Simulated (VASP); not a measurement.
# KBr (Fm-3m) in VASP: notebook

Runs on KBr. Level: r2SCAN. Tasks: single point.

Program: VASP 6.6.1. These are calculated values, not measurements. Logs are shortened: lines on timing, memory, paths and dates and some standing lists are left out, and cuts for length are marked.

## (1) The cell of the first run

Symmetry: Fm-3m, No. 225, cubic system. The conventional cell has a = 6.465 Å, b = 6.465 Å, c = 6.465 Å, α = 90.00°, β = 90.00°, γ = 90.00°. Br (site symmetry m-3m) has 6 K at 3.23 Å within 4.3 Å. K (site symmetry m-3m) has 6 Br at 3.23 Å within 4.3 Å.

## (2) Single point, r2SCAN

POSCAR reads:

```
KBr
1.0
    0.0000000000      3.2326341588      3.2326341588
    3.2326341588      0.0000000000      3.2326341588
    3.2326341588      3.2326341588      0.0000000000
Br K
1 1
Direct
    0.5000000000      0.5000000000      0.5000000000
    0.0000000000      0.0000000000      0.0000000000
```

INCAR.step1 reads:

```
SYSTEM = KBr
PREC = Accurate
ENCUT = 520
ISMEAR = -1
SIGMA = 0.05
LREAL = .FALSE.
LASPH = .TRUE.
NELM = 80
NBANDS = 15
GGA = PE
ALGO = Normal
EDIFF = 1E-4
LWAVE = .TRUE.
LCHARG = .FALSE.
```

INCAR.step2 reads:

```
SYSTEM = KBr
PREC = Accurate
ENCUT = 520
EDIFF = 1E-6
ISMEAR = -1
SIGMA = 0.05
LREAL = .FALSE.
LASPH = .TRUE.
NELM = 80
ALGO = Normal
ISIF = 2
LWAVE = .FALSE.
LCHARG = .TRUE.
METAGGA = R2SCAN
LMIXTAU = .TRUE.
LELF = .TRUE.
LVHAR = .TRUE.
NBANDS = 15
ISTART = 1
```

KPOINTS reads:

```
Automatic mesh
0
G
  7 7 7
  0 0 0
```

Potentials or basis: VASP PAW PBE potentials, release 64 (Br, K_sv).

Command:

```console
$ cat potpaw_PBE.64/Br/POTCAR potpaw_PBE.64/K_sv/POTCAR > POTCAR
$ cp INCAR.step1 INCAR
$ mpirun -np 1 vasp_std > vasp.out
$ cp INCAR.step2 INCAR
$ mpirun -np 1 vasp_std > vasp.out
```

OUTCAR:

```text
SYSTEM = KBr
   PREC = Accurate
   ENCUT = 520
   EDIFF = 1E-6
   ISMEAR = -1
   LREAL = .FALSE.
   LASPH = .TRUE.
   NELM = 80
   ISIF = 2
   METAGGA = R2SCAN
   ISTART = 1

 ion  position               nearest neighbor table
   1  0.500  0.500  0.500-   2 3.23   2 3.23   2 3.23   2 3.23   2 3.23   2 3.23
   2  0.000  0.000  0.000-   1 3.23   1 3.23   1 3.23   1 3.23   1 3.23   1 3.23

  LATTYP: Found a face centered cubic cell.
 ALAT       =     6.4652683176

  Lattice vectors:

 A1 = (   0.0000000000,   3.2326341588,   3.2326341588)
 A2 = (   3.2326341588,   0.0000000000,   3.2326341588)
 A3 = (   3.2326341588,   3.2326341588,   0.0000000000)

Analysis of symmetry for initial positions (statically):
=====================================================================
 Subroutine PRICEL returns:
 Original cell was already a primitive cell.

 Routine SETGRP: Setting up the symmetry group for a
 face centered cubic supercell.

 Subroutine GETGRP returns: Found 48 space group operations
 (whereof 48 operations were pure point group operations)
 out of a pool of 48 trial point group operations.

The static configuration has the point symmetry O_h .

Analysis of symmetry for dynamics (positions and initial velocities):
=====================================================================
 Subroutine PRICEL returns:
 Original cell was already a primitive cell.

 Routine SETGRP: Setting up the symmetry group for a
 face centered cubic supercell.

 Subroutine GETGRP returns: Found 48 space group operations
 (whereof 48 operations were pure point group operations)
 out of a pool of 48 trial point group operations.

The dynamic configuration has the point symmetry O_h .

 Subroutine INISYM returns: Found 48 space group operations
 (whereof 48 operations are pure point group operations),
 and found     1 'primitive' translations

----------------------------------------------------------------------------------------

                                     Primitive cell

  volume of cell :      67.5616

  direct lattice vectors                    reciprocal lattice vectors
     0.000000000  3.232634159  3.232634159    -0.154672622  0.154672622  0.154672622
     3.232634159  0.000000000  3.232634159     0.154672622 -0.154672622  0.154672622
     3.232634159  3.232634159  0.000000000     0.154672622  0.154672622 -0.154672622

  length of vectors
     4.571635070  4.571635070  4.571635070     0.267900839  0.267900839  0.267900839

  position of ions in fractional coordinates (direct lattice)
     0.500000000  0.500000000  0.500000000
     0.000000000  0.000000000  0.000000000

  ion indices of the primitive-cell ions
   primitive index   ion index
                 1           1
                 2           2

----------------------------------------------------------------------------------------

 KPOINTS: Automatic mesh

Automatic generation of k-mesh.
 Grid dimensions read from file:
 generate k-points for:    7    7    7

 Generating k-lattice:

  Cartesian coordinates                     Fractional coordinates (reciprocal lattice)
    -0.022096089  0.022096089  0.022096089     0.142857143  0.000000000  0.000000000
     0.022096089 -0.022096089  0.022096089     0.000000000  0.142857143  0.000000000
     0.022096089  0.022096089 -0.022096089     0.000000000  0.000000000  0.142857143

  Length of vectors
     0.038271548  0.038271548  0.038271548

  Shift w.r.t. Gamma in fractional coordinates (k-lattice)
     0.000000000  0.000000000  0.000000000

 Subroutine IBZKPT returns following result:
 ===========================================

 Found     20 irreducible k-points:

 Following reciprocal coordinates:
            Coordinates               Weight
  0.000000  0.000000  0.000000      1.000000
  0.142857  0.000000  0.000000      8.000000
  0.285714  0.000000  0.000000      8.000000
  0.428571  0.000000  0.000000      8.000000
  0.142857  0.142857  0.000000      6.000000
  0.285714  0.142857  0.000000     24.000000
[... 12 lines left out ...]
 -0.428571  0.428571  0.142857     24.000000
 -0.285714  0.428571  0.142857     24.000000
   k-points           NKPTS =     20   k-points in BZ     NKDIM =     20   number of bands    NBANDS=     15
   number of dos      NEDOS =    301   number of ions     NIONS =      2
   total plane-waves  NPLWV =  46656
   dimension x,y,z NGX =    36 NGY =   36 NGZ =   36
   dimension x,y,z NGXF=    72 NGYF=   72 NGZF=   72
   ions per type =               1   1
   NGX,Y,Z   is equivalent  to a cutoff of  13.09, 13.09, 13.09 a.u.
   NGXF,Y,Z  is equivalent  to a cutoff of  26.18, 26.18, 26.18 a.u.
 SYSTEM =  KBr
   PREC   = accura    normal or accurate (medium, high low for compatibility)
   ISTART =      1    job   : 0-new  1-cont  2-samecut
   ICHARG =      0    charge: 1-file 2-atom 10-const
   ISPIN  =      1    spin polarized calculation?
   LNONCOLLINEAR =      F non collinear calculations
   LSORBIT =      F    spin-orbit coupling
   LASPH  =      T    aspherical Exc in radial PAW
   ENCUT  =  520.0 eV  38.22 Ry    6.18 a.u.   8.50  8.50  8.50*2*pi/ulx,y,z
   NELM   =     80;   NELMIN=  2; NELMDL=  0     # of ELM steps
   EDIFF  = 0.1E-05   stopping-criterion for ELM
   LREAL  =      F    real-space projection
   EDIFFG = 0.1E-04   stopping-criterion for IOM
   NSW    =      0    number of steps for IOM
   IBRION =     -1    ionic relax: 0-MD 1-quasi-New 2-CG
   NFREE  =      0    steps in history (QN), initial steepest desc. (CG)
   ISIF   =      2    stress and relaxation
   ISYM   =      2    0-nonsym 1-usesym 2-fastsym
   POTIM  = 0.5000    time-step for ionic-motion
   TEBEG  =    0.0;   TEEND  =   0.0 temperature during run
   PSTRESS=    0.0 pullay stress
   NELECT =      16.0000    total number of electrons
   NUPDOWN=      -1.0000    fix difference up-down
   EMIN   =  10.00;   EMAX   =-10.00  energy-range for DOS
   EFERMI =   0.00;   METHOD = LEGACY
   ISMEAR =    -1;   SIGMA  =   0.05  broadening in eV -4-tet -1-fermi 0-gaus
   EFERMI_NEDOS =   21; number of points for ismear=-14 and -15
   IALGO  =     38    algorithm
   IMIX   =      4    mixing-type and parameters
     AMIX     =   0.40;   BMIX     =  1.00
     AMIX_MAG =   1.60;   BMIX_MAG =  1.00
  volume/ion in A,a.u.               =      33.78       227.96
  Fermi-wavevector in a.u.,A,eV,Ry     =   1.012857  1.914023 13.957944  1.025880
  Thomas-Fermi vector in A             =   2.145992
   LORBIT       =      0    0 simple, 1 ext, 2 COOP (PROOUT), +10 PAW based schemes
   METAGGA = R2SCAN    functional components
   LHFCALC =     F    Hartree Fock is set to
   AEXX    =    0.0000 exact exchange contribution
   IVDW    =     0    specifies the selected vdW correction
   LEPSILON=     F    determine dielectric tensor
   LRPA    =     F    only Hartree local field effects (RPA)
 non-spin polarized calculation
  energy-cutoff  :      520.00
  volume of cell :       67.56
 maximum number of plane-waves:      1841
 NGX is ok and might be reduce to    36
   NGX = 17   NGY = 17   NGZ = 17

 number of electron      16.0000002 magnetization

 Free energy of the ion-electron system (eV)
  ---------------------------------------------------
  ext. energy  EPLUGINS =         0.00000000
  ---------------------------------------------------
  free energy    TOTEN  =       -23.23124573 eV

  energy without entropy =      -23.23124573  energy(sigma->0) =      -23.23124573

 E-fermi :  -0.8307     XC(G=0):  -8.0199

 val. band max:       -1.8923629242   @ k =   0.0000   0.0000   0.0000
 cond. band min:       3.3714341771   @ k =   0.0000   0.0000   0.0000
 fundamental gap:      5.2637971013
 Fermi energy:        -0.8307010518

 k-point     1 :       0.0000    0.0000    0.0000
  band No.  band energies     occupation
      1     -30.6483      2.00000
      2     -14.7027      2.00000
      3     -13.3600      2.00000
      4     -13.3600      2.00000
      5     -13.3600      2.00000
      6      -1.8924      2.00000
      7      -1.8924      2.00000
      8      -1.8924      2.00000
      9       3.3714      0.00000
     10       6.3425      0.00000
     11       6.3425      0.00000
     12       6.3425      0.00000
     13       7.3637      0.00000
     14       7.3637      0.00000
     15      10.3348      0.00000

 k-point     2 :       0.1429    0.0000    0.0000
  band No.  band energies     occupation
      1     -30.6468      2.00000
      2     -14.7438      2.00000
      3     -13.3610      2.00000
      4     -13.3610      2.00000
      5     -13.3012      2.00000
      6      -2.1960      2.00000
      7      -1.9695      2.00000
      8      -1.9695      2.00000
      9       3.8971      0.00000
     10       6.1996      0.00000
     11       6.6094      0.00000
     12       6.6094      0.00000
     13       7.6665      0.00000
     14       7.6665      0.00000
     15      11.1462      0.00000

 k-point     3 :       0.2857    0.0000    0.0000
  band No.  band energies     occupation
      1     -30.6436      2.00000
      2     -14.8262      2.00000
      3     -13.3632      2.00000
      4     -13.3632      2.00000
      5     -13.1784      2.00000
      6      -2.7584      2.00000
      7      -2.1336      2.00000
      8      -2.1336      2.00000
      9       4.8677      0.00000
     10       6.3573      0.00000
     11       7.3452      0.00000
     12       7.3452      0.00000
     13       8.4788      0.00000
     14       8.4789      0.00000
     15      11.2041      0.00000
[... 271 lines left out ...]
 k-point    19 :      -0.4286    0.4286    0.1429
  band No.  band energies     occupation
      1     -30.6387      2.00000
      2     -14.6755      2.00000
      3     -13.4372      2.00000
      4     -13.4156      2.00000
      5     -13.2956      2.00000
      6      -2.7458      2.00000
      7      -2.3454      2.00000
      8      -2.3282      2.00000
      9       5.0566      0.00000
     10       6.7272      0.00000
     11       7.6047      0.00000
     12       8.7802      0.00000
     13       8.8941      0.00000
     14       9.7063      0.00000
     15      10.3186      0.00000

 k-point    20 :      -0.2857    0.4286    0.1429
  band No.  band energies     occupation
      1     -30.6385      2.00000
      2     -14.7054      2.00000
      3     -13.4442      2.00000
      4     -13.4141      2.00000
      5     -13.2455      2.00000
      6      -2.6340      2.00000
      7      -2.5791      2.00000
      8      -2.3580      2.00000
      9       5.7454      0.00000
     10       6.5625      0.00000
     11       7.5637      0.00000
     12       8.2470      0.00000
     13       9.5574      0.00000
     14       9.6831      0.00000
     15      10.6494      0.00000

------------------------ aborting loop because EDIFF is reached ----------------------------------------

  FORCE on cell =-STRESS in cart. coord.  units (eV):
  Direction    XX          YY          ZZ          XY          YZ          ZX
  --------------------------------------------------------------------------------------
  -------------------------------------------------------------------------------------
  Total        0.5241738      0.5241738      0.5241738      0.0000000      0.0000000     -0.0000000
  in kB       12.4304327     12.4304327     12.4304327      0.0000000      0.0000000     -0.0000000
  external PRESSURE =      12.4304327 kB  Pullay stress =       0.0000000 kB

 VOLUME and BASIS-vectors are now :
 -----------------------------------------------------------------------------
  energy-cutoff  :      520.00
  volume of cell :       67.56
      direct lattice vectors                 reciprocal lattice vectors
     0.000000000  3.232634159  3.232634159    -0.154672622  0.154672622  0.154672622
     3.232634159  0.000000000  3.232634159     0.154672622 -0.154672622  0.154672622
     3.232634159  3.232634159  0.000000000     0.154672622  0.154672622 -0.154672622

 POSITION                                       TOTAL-FORCE (eV/Angst)
 -----------------------------------------------------------------------------------
      3.23263      3.23263      3.23263         0.000000     -0.000000     -0.000000
      0.00000      0.00000      0.00000        -0.000000      0.000000      0.000000
 -----------------------------------------------------------------------------------
    total drift:                                0.000000      0.000000      0.000000

  FREE ENERGIE OF THE ION-ELECTRON SYSTEM (eV)
  ---------------------------------------------------
  free  energy   TOTEN  =       -23.2312457253 eV

  energy  without entropy=      -23.2312457252  energy(sigma->0) =      -23.23124573
```

Run time: 58 s. Hardware: 1 thread of Intel Xeon Platinum 8375C at 2.90GHz (Ice Lake), shared host; peak memory 0.21 GiB.

Results:

```yaml
Free_energy: -23.2312 eV
Pressure: 1.2 GPa
Band_gap_on_the_k_mesh: 5.26 eV, direct
```

Levels at points of the mesh, in eV from the valence-band top:
```csv
k point,band 6,band 7,band 8,band 9,band 10,band 11
"(0.00, 0.00, 0.00)",0.00,0.00,0.00,5.26,8.23,8.23
```

Caveat: the PAW data sets were made with another functional, which shifts forces and pressure a little. r2SCAN opens gaps a little over a GGA but as a rule still falls short of measured ones.

## (3) Single point, r2SCAN

This run uses another cell than the first one, of 34.50 Å³/atom, 1.021 times its volume.

POSCAR reads:

```
KBr
1.0
    0.0000000000      3.2553999381      3.2553999381
    3.2553999381      0.0000000000      3.2553999381
    3.2553999381      3.2553999381      0.0000000000
Br K
1 1
Direct
    0.5000000000      0.5000000000      0.5000000000
    0.0000000000      0.0000000000      0.0000000000
```

INCAR.step1 reads:

```
PREC = Accurate
ENCUT = 520
ISMEAR = -1
SIGMA = 0.05
LREAL = F
LASPH = T
NELM = 60
NBANDS = 15
GGA = PE
ALGO = Normal
EDIFF = 1E-4
LWAVE = T
LCHARG = F
```

INCAR.step2 reads:

```
PREC = Accurate
ENCUT = 520
EDIFF = 1E-7
ISMEAR = -1
SIGMA = 0.05
LREAL = F
LASPH = T
NELM = 60
ALGO = Normal
ISIF = 2
LWAVE = F
LCHARG = F
METAGGA = R2SCAN
LMIXTAU = T
NBANDS = 15
ISTART = 1
```

KPOINTS reads:

```
Automatic mesh
0
Gamma
  7 7 7
```

Potentials or basis: VASP PAW PBE potentials, release 64 (Br, K_sv).

Command:

```console
$ cat potpaw_PBE.64/Br/POTCAR potpaw_PBE.64/K_sv/POTCAR > POTCAR
$ cp INCAR.step1 INCAR
$ mpirun -np 1 vasp_std > vasp.out
$ cp INCAR.step2 INCAR
$ mpirun -np 1 vasp_std > vasp.out
```

Wall time 80 s (1 thread of Intel Xeon Platinum 8375C at 2.90GHz (Ice Lake), shared host); peak memory 0.22 GiB.

The run converged. Its results:

* Free energy: -23.2406 eV
* Pressure: 0.8 GPa
* Band gap on the k mesh: 5.20 eV, direct

Levels at points of the mesh, in eV from the valence-band top:
```
           k point  band 4  band 5  band 6  band 7  band 8  band 9  band 10  band 11  band 12  band 13
(0.00, 0.00, 0.00)  -11.51  -11.51    0.00    0.00    0.00    5.20     8.24     8.24     8.24     9.24
```

Caveat: the PAW data sets were made with another functional, which shifts forces and pressure a little.

## (4) Single point, r2SCAN

This run uses another cell than the first one, of 35.22 Å³/atom, 1.043 times its volume.

POSCAR reads:

```
KBr
1.0
    0.0000000000      3.2778516817      3.2778516817
    3.2778516817      0.0000000000      3.2778516817
    3.2778516817      3.2778516817      0.0000000000
Br K
1 1
Direct
    0.5000000000      0.5000000000      0.5000000000
    0.0000000000      0.0000000000      0.0000000000
```

INCAR.step1 reads:

```
SYSTEM = KBr
PREC = Accurate ; ENCUT = 520
ISMEAR = -1 ; SIGMA = 0.05
LREAL = .FALSE. ; LASPH = .TRUE.
NELM = 60 ; NBANDS = 15
GGA = PE ; ALGO = Normal
EDIFF = 1E-4 ; LWAVE = .TRUE.
LCHARG = .FALSE.
```

INCAR.step2 reads:

```
SYSTEM = KBr
PREC = Accurate ; ENCUT = 520
EDIFF = 1E-6 ; ISMEAR = -1
SIGMA = 0.05 ; LREAL = .FALSE.
LASPH = .TRUE. ; NELM = 60
ALGO = Normal ; ISIF = 2
LWAVE = .FALSE. ; LCHARG = .TRUE.
METAGGA = R2SCAN ; LMIXTAU = .TRUE.
LELF = .TRUE. ; LVHAR = .TRUE.
NBANDS = 15 ; ISTART = 1
```

KPOINTS reads:

```
Automatic mesh
0
G
  7 7 7
  0 0 0
```

Command:

```console
$ cat potpaw_PBE.64/Br/POTCAR potpaw_PBE.64/K_sv/POTCAR > POTCAR
$ cp INCAR.step1 INCAR
$ mpirun -np 1 vasp_std > vasp.out
$ cp INCAR.step2 INCAR
$ mpirun -np 1 vasp_std > vasp.out
```

Wall time 73 s (1 thread of Intel Xeon Platinum 8375C at 2.90GHz (Ice Lake), shared host); peak memory 0.21 GiB.

The run converged. Its results:

```yaml
Free_energy: -23.2463 eV
Pressure: 0.4 GPa
Band_gap_on_the_k_mesh: 5.14 eV, direct
```

Levels at points of the mesh, in eV from the valence-band top:
| k point | band 5 | band 6 | band 7 | band 8 | band 9 | band 10 | band 11 | band 12 |
| --- | --- | --- | --- | --- | --- | --- | --- | --- |
| (0.00, 0.00, 0.00) | -11.55 | 0.00 | 0.00 | 0.00 | 5.14 | 8.24 | 8.24 | 8.24 |

Caveat: the PAW data sets were made with another functional, which shifts forces and pressure a little.

## (5) Single point, r2SCAN

This run uses another cell than the first one, of 36.66 Å³/atom, 1.085 times its volume.

POSCAR reads:

```
KBr
1.0
    0.0000000000      3.3218549415      3.3218549415
    3.3218549415      0.0000000000      3.3218549415
    3.3218549415      3.3218549415      0.0000000000
Br K
1 1
Direct
    0.5000000000      0.5000000000      0.5000000000
    0.0000000000      0.0000000000      0.0000000000
```

INCAR.step1 reads:

```
SYSTEM = KBr
ALGO = Normal
EDIFF = 1E-4
ENCUT = 520
GGA = PE
ISMEAR = -1
LASPH = .True.
LCHARG = .False.
LREAL = .False.
LWAVE = .True.
NBANDS = 15
NELM = 60
PREC = Accurate
SIGMA = 0.05
```

INCAR.step2 reads:

```
SYSTEM = KBr
ALGO = Normal
EDIFF = 1E-6
ENCUT = 520
ISIF = 2
ISMEAR = -1
ISTART = 1
LASPH = .True.
LCHARG = .False.
LMIXTAU = .True.
LREAL = .False.
LWAVE = .False.
METAGGA = R2SCAN
NBANDS = 15
NELM = 60
PREC = Accurate
SIGMA = 0.05
```

KPOINTS reads:

```
k-points
0
Gamma
  7 7 7
  0 0 0
```

Command:

```console
$ cat potpaw_PBE.64/Br/POTCAR potpaw_PBE.64/K_sv/POTCAR > POTCAR
$ cp INCAR.step1 INCAR
$ mpirun -np 1 vasp_std > vasp.out
$ cp INCAR.step2 INCAR
$ mpirun -np 1 vasp_std > vasp.out
```

Run time: 70 s. Hardware: 1 thread of Intel Xeon Platinum 8375C at 2.90GHz (Ice Lake), shared host; peak memory 0.22 GiB.

It converged, with:

```yaml
Free_energy: -23.2480 eV
Pressure: -0.2 GPa
Band_gap_on_the_k_mesh: 5.02 eV, direct
```

Levels at points of the mesh, in eV from the valence-band top:
```
           k point  band 6  band 7  band 8  band 9  band 10  band 11
(0.00, 0.00, 0.00)    0.00    0.00    0.00    5.02     8.23     8.23
```

Caveat: the PAW data sets were made with another functional, which shifts forces and pressure a little. r2SCAN opens gaps a little over a GGA but as a rule still falls short of measured ones.

## (6) The runs side by side

```tsv
cell	gap on the mesh (eV)	pressure (GPa)
a = 4.572 Å, angles 60.0°, 2 atoms	5.26	1.2
a = 4.604 Å, angles 60.0°, 2 atoms	5.20	0.8
a = 4.636 Å, angles 60.0°, 2 atoms	5.14	0.4
a = 4.698 Å, angles 60.0°, 2 atoms	5.02	-0.2
```

Alike in all rows: task single point; level r2SCAN; potentials or basis VASP PAW PBE potentials, release 64 (Br, K_sv); no spin polarisation; k mesh 7 × 7 × 7; cutoff (eV) 520; smearing fermi-dirac 0.05 eV.

Caveats: the PAW data sets were made with another functional, which shifts forces and pressure a little.

Absolute energies hang on the potentials; compare differences alone.
